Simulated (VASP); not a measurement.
# Be6H in VASP: single point with PBEsol

Aim: the single point of Be6H with PBEsol.

Everything below comes from runs of VASP 6.6.1. Logs are shortened: lines on timing, memory, paths and dates and some standing lists are left out, and cuts for length are marked.

### Step 1. The cell of the first run

The cell holds a slab with vacuum, 14 atoms: a = 4.580 Å, b = 4.580 Å, c = 15.588 Å, α = 90.00°, β = 90.00°, γ = 60.00°.

### Step 2. Single point, PBEsol

Input file INCAR:

```
PREC = Accurate ; ENCUT = 520
EDIFF = 1E-6 ; ISMEAR = 0
SIGMA = 0.15 ; LREAL = False
LASPH = True ; NELM = 80
ALGO = Normal ; ISIF = 2
LWAVE = False ; LCHARG = False
GGA = PS ; NBANDS = 26
```

Input file KPOINTS:

```
regular mesh
0
Gamma
  6 6 1
```

Input file POSCAR:

```
Be6H
1.0
    4.5800000000      0.0000000000      0.0000000000
    2.2900000000      3.9663960000      0.0000000000
    0.0000000000      0.0000000000     15.5884300000
Be H
12 2
Direct
    0.0000000000      0.0000000000      0.0641500780
    0.5000000000      0.0000000000      0.0641500780
    0.0000000000      0.5000000000      0.0641500780
    0.5000000000      0.5000000000      0.0641500780
   -0.1666781802      0.3333340897      0.1827388005
    0.3333635796      0.3333169457      0.1827289855
   -0.1666324463      0.8333570324      0.1827823585
    0.3332692664      0.8334488034      0.1827720944
   -0.0000225549      0.0003595203      0.3014724382
    0.4998325052      0.0001878279      0.3014345255
   -0.0001074778      0.5002599337      0.3012905726
    0.4999683521      0.4999916801      0.3014070051
    0.0844292269      1.3080721138      0.5014546045
    0.0663746847      1.3630401503      0.5480954144
```

Potentials or basis: VASP PAW PBE potentials, release 64 (Be, H).

Run with:

```bash
cat potpaw_PBE.64/Be/POTCAR potpaw_PBE.64/H/POTCAR > POTCAR
mpirun -np 1 vasp_std > vasp.out
```

OUTCAR:

```text
PREC = Accurate
   ENCUT = 520
   EDIFF = 1E-6
   ISMEAR = 0
   LREAL = False
   LASPH = True
   NELM = 80
   ISIF = 2
   GGA = PS

 ion  position               nearest neighbor table
   1  0.000  0.000  0.064-   5 2.27   8 2.27   7 2.27   3 2.29   3 2.29   4 2.29   4 2.29   2 2.29
                             2 2.29
   2  0.500  0.000  0.064-   6 2.27   8 2.27   7 2.27   4 2.29   3 2.29   4 2.29   3 2.29   1 2.29
                             1 2.29
   3  0.000  0.500  0.064-   6 2.27   5 2.27   7 2.27   1 2.29   1 2.29   2 2.29   2 2.29   4 2.29
                             4 2.29
   4  0.500  0.500  0.064-   6 2.27   5 2.27   8 2.27   2 2.29   1 2.29   2 2.29   1 2.29   3 2.29
                             3 2.29
   5  0.833  0.333  0.183-  11 2.27   4 2.27   1 2.27   3 2.27   9 2.27  12 2.27   8 2.29   7 2.29
                             6 2.29   6 2.29   7 2.29   8 2.29
   6  0.333  0.333  0.183-   2 2.27   4 2.27   3 2.27  11 2.27  12 2.27  10 2.27   8 2.29   5 2.29
                             7 2.29   7 2.29   5 2.29   8 2.29
   7  0.833  0.833  0.183-  11 2.27   1 2.27   3 2.27   2 2.27  10 2.27   9 2.27   8 2.29   5 2.29
                             6 2.29   6 2.29   5 2.29   8 2.29
   8  0.333  0.833  0.183-   1 2.27   2 2.27   4 2.27  10 2.27  12 2.27   9 2.27   6 2.29   5 2.29
                             7 2.29   7 2.29   5 2.29   6 2.29
   9  1.000  0.000  0.301-   5 2.27   8 2.27   7 2.27  10 2.29  12 2.29  11 2.29  11 2.29  12 2.29
                            10 2.29
  10  0.500  0.000  0.301-   8 2.27   6 2.27   7 2.27   9 2.29  12 2.29  11 2.29  11 2.29  12 2.29
                             9 2.29
  11  1.000  0.500  0.301-   7 2.27   5 2.27   6 2.27   9 2.29  12 2.29  10 2.29  10 2.29  12 2.29
                             9 2.29
  12  0.500  0.500  0.301-   8 2.27   6 2.27   5 2.27   9 2.29  10 2.29  11 2.29  11 2.29  10 2.29
                             9 2.29
  13  0.084  0.308  0.501-  14 0.76
  14  0.066  0.363  0.548-  13 0.76

  LATTYP: Found a hexagonal cell.
 ALAT       =     4.5799996975
 C/A-ratio  =     3.4035875611

  Lattice vectors:

 A1 = (  -2.2900000000,  -3.9663960000,   0.0000000000)
 A2 = (   4.5800000000,   0.0000000000,   0.0000000000)
 A3 = (   0.0000000000,   0.0000000000,  15.5884300000)

Analysis of symmetry for initial positions (statically):
=====================================================================
 Subroutine PRICEL returns:
 Original cell was already a primitive cell.

 Routine SETGRP: Setting up the symmetry group for a
 hexagonal supercell.

 Subroutine GETGRP returns: Found  1 space group operations
 (whereof  1 operations were pure point group operations)
 out of a pool of 24 trial point group operations.

The static configuration has the point symmetry C_1 .

Analysis of symmetry for dynamics (positions and initial velocities):
=====================================================================
 Subroutine PRICEL returns:
 Original cell was already a primitive cell.

 Routine SETGRP: Setting up the symmetry group for a
 hexagonal supercell.

 Subroutine GETGRP returns: Found  1 space group operations
 (whereof  1 operations were pure point group operations)
 out of a pool of 24 trial point group operations.

The dynamic configuration has the point symmetry C_1 .

 Subroutine INISYM returns: Found  1 space group operations
 (whereof  1 operations are pure point group operations),
 and found     1 'primitive' translations

----------------------------------------------------------------------------------------

                                     Primitive cell

  volume of cell :     283.1809

  direct lattice vectors                    reciprocal lattice vectors
     4.580000000  0.000000000  0.000000000     0.218340611 -0.126059022  0.000000000
     2.290000000  3.966396000  0.000000000     0.000000000  0.252118044  0.000000000
     0.000000000  0.000000000 15.588430000     0.000000000  0.000000000  0.064150142

  length of vectors
     4.580000000  4.579999697 15.588430000     0.252118027  0.252118044  0.064150142

  position of ions in fractional coordinates (direct lattice)
     0.000000000  0.000000000  0.064150078
     0.500000000  0.000000000  0.064150078
     0.000000000  0.500000000  0.064150078
     0.500000000  0.500000000  0.064150078
     0.833321820  0.333334090  0.182738800
     0.333363580  0.333316946  0.182728985
     0.833367554  0.833357032  0.182782358
     0.333269266  0.833448803  0.182772094
     0.999977445  0.000359520  0.301472438
     0.499832505  0.000187828  0.301434525
     0.999892522  0.500259934  0.301290573
     0.499968352  0.499991680  0.301407005
     0.084429227  0.308072114  0.501454604
     0.066374685  0.363040150  0.548095414

  ion indices of the primitive-cell ions
   primitive index   ion index
                 1           1
                 2           2
                 3           3
                 4           4
                 5           5
                 6           6
                 7           7
                 8           8
                 9           9
                10          10
                11          11
                12          12
                13          13
                14          14

----------------------------------------------------------------------------------------

 KPOINTS: regular mesh

Automatic generation of k-mesh.
 Grid dimensions read from file:
 generate k-points for:    6    6    1

 Generating k-lattice:

  Cartesian coordinates                     Fractional coordinates (reciprocal lattice)
     0.036390102 -0.021009837  0.000000000     0.166666667 -0.000000000  0.000000000
     0.000000000  0.042019674  0.000000000     0.000000000  0.166666667  0.000000000
     0.000000000  0.000000000  0.064150142     0.000000000  0.000000000  1.000000000

  Length of vectors
     0.042019671  0.042019674  0.064150142

  Shift w.r.t. Gamma in fractional coordinates (k-lattice)
     0.000000000  0.000000000  0.000000000

 Subroutine IBZKPT returns following result:
 ===========================================

 Found     20 irreducible k-points:

 Following reciprocal coordinates:
            Coordinates               Weight
  0.000000  0.000000  0.000000      1.000000
  0.166667 -0.000000  0.000000      2.000000
  0.166667  0.166667  0.000000      2.000000
  0.000000  0.166667  0.000000      2.000000
  0.333333  0.000000  0.000000      2.000000
  0.333333  0.333333  0.000000      2.000000
[... 12 lines left out ...]
  0.500000 -0.333333  0.000000      2.000000
 -0.333333  0.333333  0.000000      2.000000
   k-points           NKPTS =     20   k-points in BZ     NKDIM =     20   number of bands    NBANDS=     26
   number of dos      NEDOS =    301   number of ions     NIONS =     14
   total plane-waves  NPLWV = 155520
   dimension x,y,z NGX =    36 NGY =   36 NGZ =  120
   dimension x,y,z NGXF=    72 NGYF=   72 NGZF=  240
   ions per type =              12   2
   NGX,Y,Z   is equivalent  to a cutoff of  13.07, 13.07, 12.80 a.u.
   NGXF,Y,Z  is equivalent  to a cutoff of  26.13, 26.13, 25.60 a.u.
 SYSTEM =  unknown system
   PREC   = accura    normal or accurate (medium, high low for compatibility)
   ISTART =      0    job   : 0-new  1-cont  2-samecut
   ICHARG =      2    charge: 1-file 2-atom 10-const
   ISPIN  =      1    spin polarized calculation?
   LNONCOLLINEAR =      F non collinear calculations
   LSORBIT =      F    spin-orbit coupling
   LASPH  =      T    aspherical Exc in radial PAW
   ENCUT  =  520.0 eV  38.22 Ry    6.18 a.u.   8.52  8.52 28.98*2*pi/ulx,y,z
   NELM   =     80;   NELMIN=  2; NELMDL= -5     # of ELM steps
   EDIFF  = 0.1E-05   stopping-criterion for ELM
   LREAL  =      F    real-space projection
   EDIFFG = 0.1E-04   stopping-criterion for IOM
   NSW    =      0    number of steps for IOM
   IBRION =     -1    ionic relax: 0-MD 1-quasi-New 2-CG
   NFREE  =      0    steps in history (QN), initial steepest desc. (CG)
   ISIF   =      2    stress and relaxation
   ISYM   =      2    0-nonsym 1-usesym 2-fastsym
   POTIM  = 0.5000    time-step for ionic-motion
   TEBEG  =    0.0;   TEEND  =   0.0 temperature during run
   PSTRESS=    0.0 pullay stress
   NELECT =      26.0000    total number of electrons
   NUPDOWN=      -1.0000    fix difference up-down
   EMIN   =  10.00;   EMAX   =-10.00  energy-range for DOS
   EFERMI =   0.00;   METHOD = LEGACY
   ISMEAR =     0;   SIGMA  =   0.15  broadening in eV -4-tet -1-fermi 0-gaus
   EFERMI_NEDOS =   21; number of points for ismear=-14 and -15
   IALGO  =     38    algorithm
   IMIX   =      4    mixing-type and parameters
     AMIX     =   0.40;   BMIX     =  1.00
     AMIX_MAG =   1.60;   BMIX_MAG =  1.00
  volume/ion in A,a.u.               =      20.23       136.50
  Fermi-wavevector in a.u.,A,eV,Ry     =   0.738547  1.395651  7.421315  0.545451
  Thomas-Fermi vector in A             =   1.832495
   LORBIT       =      0    0 simple, 1 ext, 2 COOP (PROOUT), +10 PAW based schemes
   GGA     = PS    functional components
   LHFCALC =     F    Hartree Fock is set to
   AEXX    =    0.0000 exact exchange contribution
   IVDW    =     0    specifies the selected vdW correction
   LEPSILON=     F    determine dielectric tensor
   LRPA    =     F    only Hartree local field effects (RPA)
 non-spin polarized calculation
 Gauss-broadening in eV      SIGMA  =   0.15
  energy-cutoff  :      520.00
  volume of cell :      283.18
 maximum number of plane-waves:      7731
 NGX is ok and might be reduce to    36
   NGX = 17   NGY = 17   NGZ = 57

 number of electron      26.0000000 magnetization

 Free energy of the ion-electron system (eV)
  ---------------------------------------------------
  ext. energy  EPLUGINS =         0.00000000
  ---------------------------------------------------
  free energy    TOTEN  =       -49.96025264 eV

  energy without entropy =      -49.89945709  energy(sigma->0) =      -49.92985486

 E-fermi :  -1.2310     XC(G=0):  -5.4413

 val. band max:       -1.2759812152   @ k =   0.5000   0.1667   0.0000
 cond. band min:      -1.2069138008   @ k =   0.3333   0.3333   0.0000
 fundamental gap:      0.0690674144
 Fermi energy:        -1.2309919846

 k-point     1 :       0.0000    0.0000    0.0000
  band No.  band energies     occupation
      1     -10.7034      2.00000
      2      -8.5199      2.00000
      3      -6.0810      2.00000
      4      -4.7291      2.00000
      5      -4.5192      2.00000
      6      -4.5183      2.00000
[... 17 lines left out ...]
     24       4.3501      0.00000
     25       4.3633      0.00000

 k-point     2 :       0.1667   -0.0000    0.0000
  band No.  band energies     occupation
      1     -10.5044      2.00000
      2      -8.3171      2.00000
      3      -6.0490      2.00000
      4      -5.8632      2.00000
      5      -4.8326      2.00000
      6      -4.8324      2.00000
[... 17 lines left out ...]
     24       4.6192      0.00000
     25       4.7084      0.00000
[... 474 lines left out ...]
     24       5.3875      0.00000
     25       5.5353      0.00000

 k-point    20 :      -0.3333    0.3333    0.0000
  band No.  band energies     occupation
      1      -8.3196      2.00000
      2      -8.3178      2.00000
      3      -8.3176      2.00000
      4      -6.1552      2.00000
      5      -6.1183      2.00000
      6      -6.1176      2.00000
[... 17 lines left out ...]
     24       5.7611      0.00000
     25       5.9139      0.00000
 [bands above 25 left out]

------------------------ aborting loop because EDIFF is reached ----------------------------------------

  FORCE on cell =-STRESS in cart. coord.  units (eV):
  Direction    XX          YY          ZZ          XY          YZ          ZX
  --------------------------------------------------------------------------------------
  -------------------------------------------------------------------------------------
  Total       -9.9125839     -9.9036275      0.1207701      0.0001823     -0.0154284     -0.0022411
  in kB      -56.0832964    -56.0326232      0.6832914      0.0010316     -0.0872906     -0.0126797
  external PRESSURE =     -37.1442094 kB  Pullay stress =       0.0000000 kB

 VOLUME and BASIS-vectors are now :
 -----------------------------------------------------------------------------
  energy-cutoff  :      520.00
  volume of cell :      283.18
      direct lattice vectors                 reciprocal lattice vectors
     4.580000000  0.000000000  0.000000000     0.218340611 -0.126059022  0.000000000
     2.290000000  3.966396000  0.000000000     0.000000000  0.252118044  0.000000000
     0.000000000  0.000000000 15.588430000     0.000000000  0.000000000  0.064150142

 POSITION                                       TOTAL-FORCE (eV/Angst)
 -----------------------------------------------------------------------------------
      0.00000      0.00000      1.00000        -0.000219     -0.000221     -0.010959
      2.29000      0.00000      1.00000         0.000489     -0.000563     -0.010890
      1.14500      1.98320      1.00000        -0.000018      0.000914     -0.010551
      3.43500      1.98320      1.00000         0.000126      0.001159     -0.010728
      4.57995      1.32214      2.84861         0.000175      0.001931      0.000859
      2.29010      1.32207      2.84846        -0.000088      0.001474      0.002374
      5.72521      3.30542      2.84929        -0.000893      0.002515      0.000282
      3.43497      3.30579      2.84913         0.000617     -0.002982     -0.000450
      4.58072      0.00143      4.69948        -0.004801     -0.005640      0.003536
      2.28966      0.00074      4.69889         0.003068     -0.000571      0.006786
      5.72510      1.98423      4.69665        -0.000042     -0.003206      0.017880
      3.43484      1.98316      4.69846         0.001625      0.005257      0.010299
      1.09217      1.22194      7.81689         0.001063      0.004710      0.006813
      1.13536      1.43996      8.54395        -0.001103     -0.004776     -0.005252
 -----------------------------------------------------------------------------------
    total drift:                               -0.000014     -0.000001      0.000027

  FREE ENERGIE OF THE ION-ELECTRON SYSTEM (eV)
  ---------------------------------------------------
  free  energy   TOTEN  =       -49.9602526370 eV

  energy  without entropy=      -49.8994570853  energy(sigma->0) =      -49.92985486
```

It took 5.4 min on 1 thread of Oxide Virtual Turin-like, shared host; peak memory 0.4 GiB.

Results:

- Free energy: -49.9603 eV
- Largest force: 0.018 eV/Å
- Band gap on the k mesh: zero (bands 13 and 14 overlap by 2.57 eV)

Forces in eV/Å, atoms in the order of the input:
```
Be   0.000  0.000 -0.011
Be   0.000 -0.001 -0.011
Be   0.000  0.001 -0.011
Be   0.000  0.001 -0.011
Be   0.000  0.002  0.001
Be   0.000  0.001  0.002
Be  -0.001  0.003  0.000
Be   0.001 -0.003  0.000
Be  -0.005 -0.006  0.004
Be   0.003 -0.001  0.007
Be   0.000 -0.003  0.018
Be   0.002  0.005  0.010
H    0.001  0.005  0.007
H   -0.001 -0.005 -0.005
```

Caveat: there is no dipole correction, which matters where the two faces differ; the PAW data sets were made with another functional, which shifts forces and pressure a little.

The gap in the log of VASP goes by the Fermi energy; the results here count the filled bands.